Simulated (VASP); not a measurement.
# Al3Pd (Pm-3m) in VASP: a series of runs, part 2 of 2

VASP 6.6.1. The steps go on from the part before.

## (4) Single point, LDA

This run uses another cell than the first one, of 15.06 Å³/atom.

INCAR reads:

```
SYSTEM = Al3Pd
PREC     = Accurate       ! precision mode
ENCUT    = 500            ! plane-wave cutoff, eV
EDIFF    = 1E-6           ! SCF threshold, eV
ISMEAR   = -1             ! smearing method
SIGMA    = 0.05           ! smearing width, eV
LREAL    = .FALSE.        ! projectors in reciprocal space
LASPH    = .TRUE.         ! aspherical terms in the spheres
NELM     = 120            ! most SCF steps
ALGO     = Normal         ! electronic algorithm
ISIF     = 2              ! what is computed and relaxed
LWAVE    = .FALSE.        ! write WAVECAR
LCHARG   = .FALSE.        ! write CHGCAR
GGA      = CA             ! functional
NBANDS   = 18             ! bands
GGA_COMPAT= .FALSE.
```

KPOINTS reads:

```
regular mesh
0
G
  7 7 7
  0 0 0
```

POSCAR reads:

```
Al3Pd
1.0
    3.9204198730      0.0000000000      0.0000000000
    0.0000000000      3.9204198730      0.0000000000
    0.0000000000      0.0000000000      3.9204198730
Pd Al
1 3
Direct
    0.0000000000      0.0000000000      0.0000000000
    0.5000000000      0.5000000000      0.0000000000
    0.5000000000      0.0000000000      0.5000000000
    0.0000000000      0.5000000000      0.5000000000
```

Potentials or basis: VASP PAW LDA potentials, release 64 (Pd, Al).

Command:

```bash
$ cat potpaw_LDA.64/Pd/POTCAR potpaw_LDA.64/Al/POTCAR > POTCAR
$ mpirun -np 1 vasp_std > vasp.out
```

OUTCAR:

```text
SYSTEM = Al3Pd
   PREC = Accurate
   ENCUT = 500
   EDIFF = 1E-6
   ISMEAR = -1
   LREAL = .FALSE.
   LASPH = .TRUE.
   NELM = 120
   ISIF = 2
   GGA = CA

 ion  position               nearest neighbor table
   1  0.000  0.000  0.000-   2 2.77   3 2.77   4 2.77   3 2.77   4 2.77   2 2.77   4 2.77   4 2.77
                             2 2.77   3 2.77   3 2.77   2 2.77
   2  0.500  0.500  0.000-   1 2.77   3 2.77   4 2.77   3 2.77   4 2.77   1 2.77   3 2.77   3 2.77
                             1 2.77   4 2.77   4 2.77   1 2.77
   3  0.500  0.000  0.500-   1 2.77   2 2.77   4 2.77   1 2.77   2 2.77   2 2.77   4 2.77   2 2.77
                             1 2.77   4 2.77   1 2.77   4 2.77
   4  0.000  0.500  0.500-   1 2.77   2 2.77   3 2.77   1 2.77   2 2.77   1 2.77   3 2.77   1 2.77
                             2 2.77   3 2.77   2 2.77   3 2.77

  LATTYP: Found a simple cubic cell.
 ALAT       =     3.9204198730

  Lattice vectors:

 A1 = (   3.9204198730,   0.0000000000,   0.0000000000)
 A2 = (   0.0000000000,   3.9204198730,   0.0000000000)
 A3 = (   0.0000000000,   0.0000000000,   3.9204198730)

Analysis of symmetry for initial positions (statically):
=====================================================================
 Subroutine PRICEL returns:
 Original cell was already a primitive cell.

 Routine SETGRP: Setting up the symmetry group for a
 simple cubic supercell.

 Subroutine GETGRP returns: Found 48 space group operations
 (whereof 48 operations were pure point group operations)
 out of a pool of 48 trial point group operations.

The static configuration has the point symmetry O_h .

Analysis of symmetry for dynamics (positions and initial velocities):
=====================================================================
 Subroutine PRICEL returns:
 Original cell was already a primitive cell.

 Routine SETGRP: Setting up the symmetry group for a
 simple cubic supercell.

 Subroutine GETGRP returns: Found 48 space group operations
 (whereof 48 operations were pure point group operations)
 out of a pool of 48 trial point group operations.

The dynamic configuration has the point symmetry O_h .

 Subroutine INISYM returns: Found 48 space group operations
 (whereof 48 operations are pure point group operations),
 and found     1 'primitive' translations

----------------------------------------------------------------------------------------

                                     Primitive cell

  volume of cell :      60.2556

  direct lattice vectors                    reciprocal lattice vectors
     3.920419873  0.000000000  0.000000000     0.255074720  0.000000000  0.000000000
     0.000000000  3.920419873  0.000000000     0.000000000  0.255074720  0.000000000
     0.000000000  0.000000000  3.920419873     0.000000000  0.000000000  0.255074720

  length of vectors
     3.920419873  3.920419873  3.920419873     0.255074720  0.255074720  0.255074720

  position of ions in fractional coordinates (direct lattice)
     0.000000000  0.000000000  0.000000000
     0.500000000  0.500000000  0.000000000
     0.500000000  0.000000000  0.500000000
     0.000000000  0.500000000  0.500000000

  ion indices of the primitive-cell ions
[... 28 lines left out ...]
 ===========================================

 Found     20 irreducible k-points:

 Following reciprocal coordinates:
            Coordinates               Weight
  0.000000  0.000000  0.000000      1.000000
  0.142857  0.000000  0.000000      6.000000
  0.285714  0.000000  0.000000      6.000000
  0.428571  0.000000  0.000000      6.000000
  0.142857  0.142857  0.000000     12.000000
  0.285714  0.142857  0.000000     24.000000
[... 12 lines left out ...]
  0.428571  0.428571  0.285714     24.000000
  0.428571  0.428571  0.428571      8.000000
   k-points           NKPTS =     20   k-points in BZ     NKDIM =     20   number of bands    NBANDS=     18
   number of dos      NEDOS =    301   number of ions     NIONS =      4
   total plane-waves  NPLWV =  27000
   dimension x,y,z NGX =    30 NGY =   30 NGZ =   30
   dimension x,y,z NGXF=    60 NGYF=   60 NGZF=   60
   ions per type =               1   3
   NGX,Y,Z   is equivalent  to a cutoff of  12.72, 12.72, 12.72 a.u.
   NGXF,Y,Z  is equivalent  to a cutoff of  25.44, 25.44, 25.44 a.u.
 SYSTEM =  Al3Pd
   PREC   = accura    normal or accurate (medium, high low for compatibility)
   ISTART =      0    job   : 0-new  1-cont  2-samecut
   ICHARG =      2    charge: 1-file 2-atom 10-const
   ISPIN  =      1    spin polarized calculation?
   LNONCOLLINEAR =      F non collinear calculations
   LSORBIT =      F    spin-orbit coupling
   LASPH  =      T    aspherical Exc in radial PAW
   ENCUT  =  500.0 eV  36.75 Ry    6.06 a.u.   7.15  7.15  7.15*2*pi/ulx,y,z
   NELM   =    120;   NELMIN=  2; NELMDL= -5     # of ELM steps
   EDIFF  = 0.1E-05   stopping-criterion for ELM
   LREAL  =      F    real-space projection
   EDIFFG = 0.1E-04   stopping-criterion for IOM
   NSW    =      0    number of steps for IOM
   IBRION =     -1    ionic relax: 0-MD 1-quasi-New 2-CG
   NFREE  =      0    steps in history (QN), initial steepest desc. (CG)
   ISIF   =      2    stress and relaxation
   ISYM   =      2    0-nonsym 1-usesym 2-fastsym
   POTIM  = 0.5000    time-step for ionic-motion
   TEBEG  =    0.0;   TEEND  =   0.0 temperature during run
   PSTRESS=    0.0 pullay stress
   NELECT =      19.0000    total number of electrons
   NUPDOWN=      -1.0000    fix difference up-down
   EMIN   =  10.00;   EMAX   =-10.00  energy-range for DOS
   EFERMI =   0.00;   METHOD = LEGACY
   ISMEAR =    -1;   SIGMA  =   0.05  broadening in eV -4-tet -1-fermi 0-gaus
   EFERMI_NEDOS =   21; number of points for ismear=-14 and -15
   IALGO  =     38    algorithm
   IMIX   =      4    mixing-type and parameters
     AMIX     =   0.40;   BMIX     =  1.00
     AMIX_MAG =   1.60;   BMIX_MAG =  1.00
  volume/ion in A,a.u.               =      15.06       101.66
  Fermi-wavevector in a.u.,A,eV,Ry     =   1.114278  2.105680 16.893196  1.241615
  Thomas-Fermi vector in A             =   2.250871
   LORBIT       =      0    0 simple, 1 ext, 2 COOP (PROOUT), +10 PAW based schemes
   GGA     = CA    functional components
   LHFCALC =     F    Hartree Fock is set to
   AEXX    =    0.0000 exact exchange contribution
   IVDW    =     0    specifies the selected vdW correction
   LEPSILON=     F    determine dielectric tensor
   LRPA    =     F    only Hartree local field effects (RPA)
 non-spin polarized calculation
  energy-cutoff  :      500.00
  volume of cell :       60.26
 maximum number of plane-waves:      1551
 NGX is ok and might be reduce to    30
   NGX = 15   NGY = 15   NGZ = 15

 number of electron      19.0000008 magnetization

 Free energy of the ion-electron system (eV)
  ---------------------------------------------------
  ext. energy  EPLUGINS =         0.00000000
  ---------------------------------------------------
  free energy    TOTEN  =       -20.46005149 eV

  energy without entropy =      -20.43561766  energy(sigma->0) =      -20.44783457

 E-fermi :   9.3759     XC(G=0): -11.3500

 val. band max:        9.3420865654   @ k =   0.2857   0.2857   0.0000
 cond. band min:       9.3867044290   @ k =   0.0000   0.0000   0.0000
 fundamental gap:      0.0446178636
 Fermi energy:         9.3758571321

 k-point     1 :       0.0000    0.0000    0.0000
  band No.  band energies     occupation
      1      -1.8531      2.00000
      2       4.1761      2.00000
      3       4.1761      2.00000
      4       5.5551      2.00000
      5       5.5551      2.00000
      6       5.5551      2.00000
[... 397 lines left out ...]
      5       5.0730      2.00000
      6       5.3299      2.00000
[... 10 lines left out ...]
     17      20.9551      0.00000
     18      20.9577      0.00000

------------------------ aborting loop because EDIFF is reached ----------------------------------------

  FORCE on cell =-STRESS in cart. coord.  units (eV):
  Direction    XX          YY          ZZ          XY          YZ          ZX
  --------------------------------------------------------------------------------------
  -------------------------------------------------------------------------------------
  Total       -0.9168595     -0.9168595     -0.9168595     -0.0000000      0.0000000     -0.0000000
  in kB      -24.3789849    -24.3789849    -24.3789849     -0.0000000      0.0000000     -0.0000000
  external PRESSURE =     -24.3789849 kB  Pullay stress =       0.0000000 kB

 VOLUME and BASIS-vectors are now :
 -----------------------------------------------------------------------------
  energy-cutoff  :      500.00
  volume of cell :       60.26
      direct lattice vectors                 reciprocal lattice vectors
     3.920419873  0.000000000  0.000000000     0.255074720  0.000000000  0.000000000
     0.000000000  3.920419873  0.000000000     0.000000000  0.255074720  0.000000000
     0.000000000  0.000000000  3.920419873     0.000000000  0.000000000  0.255074720

 POSITION                                       TOTAL-FORCE (eV/Angst)
 -----------------------------------------------------------------------------------
      0.00000      0.00000      0.00000         0.000000      0.000000      0.000000
      1.96021      1.96021      0.00000         0.000000      0.000000      0.000000
      1.96021      0.00000      1.96021         0.000000      0.000000      0.000000
      0.00000      1.96021      1.96021         0.000000      0.000000      0.000000
 -----------------------------------------------------------------------------------
    total drift:                                0.000000     -0.000000      0.000000

  FREE ENERGIE OF THE ION-ELECTRON SYSTEM (eV)
  ---------------------------------------------------
  free  energy   TOTEN  =       -20.4600514884 eV

  energy  without entropy=      -20.4356176580  energy(sigma->0) =      -20.44783457
```

It took 26 s on 1 thread of Intel Xeon 8259CL, shared host; peak memory 0.16 GiB.

What came out:

* Free energy: -20.4601 eV
* Pressure: -2.4 GPa
* Band gap on the k mesh: zero (an odd number of electrons rules out a gap without spin polarisation)

## (5) Single point, PBE

This run uses another cell than the first one, of 15.06 Å³/atom.

INCAR reads:

```
SYSTEM = Al3Pd
PREC = Accurate ; ENCUT = 500
EDIFF = 1E-6 ; ISMEAR = -1
SIGMA = 0.05 ; LREAL = .False.
LASPH = .True. ; NELM = 120
ALGO = Normal ; ISIF = 2
LWAVE = .False. ; LCHARG = .False.
GGA = PE ; NBANDS = 18
GGA_COMPAT = .False.
```

KPOINTS reads:

```
Automatic mesh
0
Gamma
  7 7 7
  0 0 0
```

POSCAR is that of step 4.

Potentials or basis: VASP PAW PBE potentials, release 64 (Pd, Al).

Command:

```bash
$ cat potpaw_PBE.64/Pd/POTCAR potpaw_PBE.64/Al/POTCAR > POTCAR
$ mpirun -np 1 vasp_std > vasp.out
```

Wall time 29 s (1 thread of Intel Xeon 8259CL, shared host); peak memory 0.17 GiB.

The run converged. Its results:

```
Free energy            : -17.7692 eV
Pressure               : 3.8 GPa
Band gap on the k mesh : zero (an odd number of electrons rules out a gap without spin polarisation)
```

Levels at points of the mesh, in eV from the Fermi level:
```
           k point  band 5  band 6  band 7  band 8  band 9  band 10  band 11  band 12  band 13  band 14
(0.00, 0.00, 0.00)   -3.81   -3.81   -2.40   -2.40   -2.40     0.00     1.83     1.83     5.85     5.85
```

Caveat: the cell stands under pressure.

## (6) The runs side by side

| level | potentials or basis | cell | gap on the mesh (eV) | pressure (GPa) |
| --- | --- | --- | --- | --- |
| LDA | VASP PAW LDA potentials, release 64 (Pd, Al) | a = 3.866 Å, 4 atoms | none | 2.7 |
| PBE | VASP PAW PBE potentials, release 64 (Pd, Al) | a = 3.866 Å, 4 atoms | none | 9.5 |
| LDA | VASP PAW LDA potentials, release 64 (Pd, Al) | a = 3.920 Å, 4 atoms | none | -2.4 |
| PBE | VASP PAW PBE potentials, release 64 (Pd, Al) | a = 3.920 Å, 4 atoms | none | 3.8 |

Alike in all rows: task single point; no spin polarisation; k mesh 7 × 7 × 7; cutoff (eV) 500; smearing fermi-dirac 0.05 eV.

Caveats: the cell stands under pressure (at least some runs).

Total energies depend on the potentials used, so only differences within one code and one set of settings carry meaning.

The gap in the log of VASP goes by the Fermi energy; the results here count the filled bands.